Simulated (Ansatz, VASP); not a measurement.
## Si in VASP and in Ansatz

```
Si
1.0
     0.00000    0.00000    3.86084
     3.34558   -3.34558   -1.93042
     6.69117    6.69117    0.00000
Si
8
Direct
  0.96291 0.00000 0.17861
  0.48301 0.00000 0.67861
  0.48301 0.00000 0.32139
  0.96291 0.00000 0.82139
  0.73809 0.64278 0.00000
  0.45877 0.64278 0.50000
  0.09531 0.35722 0.00000
  0.81599 0.35722 0.50000
```

Change from the starting cell: mode 4 frozen in at -0.426 Å and mode 7 at -0.104 Å (largest displacements).

Alike in both runs: task single point; functional PBE; k mesh 10 × 10 × 4; occupations gaussian, width 0.05 eV; no spin polarisation.

|  | VASP | Ansatz |
| --- | --- | --- |
| version | VASP 6.6.1 | Ansatz 0.2.0 |
| potentials or method | VASP PAW PBE potentials, release 64 (Si), cutoff 520 eV | scalar-relativistic, plane waves, PAW |
| valence electrons in the cell | 32 | 32 |

|  | VASP | Ansatz | Ansatz less VASP |
| --- | --- | --- | --- |
| gap on the k mesh at the Fermi level (eV) | none | none | - |
| pressure (GPa) | -1.2 | -1.2 | +0.05 |
| traceless stress, the component that is largest in VASP (GPa) | 0.29 | 0.29 | 0.000 |
| rms of the force components (eV/Å) | 0.421 | 0.420 | -0.0002 |

Atom by atom the forces differ by 0.002 eV/Å (rms over components). A gap of «none» marks a metal or a gap that the smearing closes. The functional is the same, so the differences come from potentials, cutoffs and numerics.
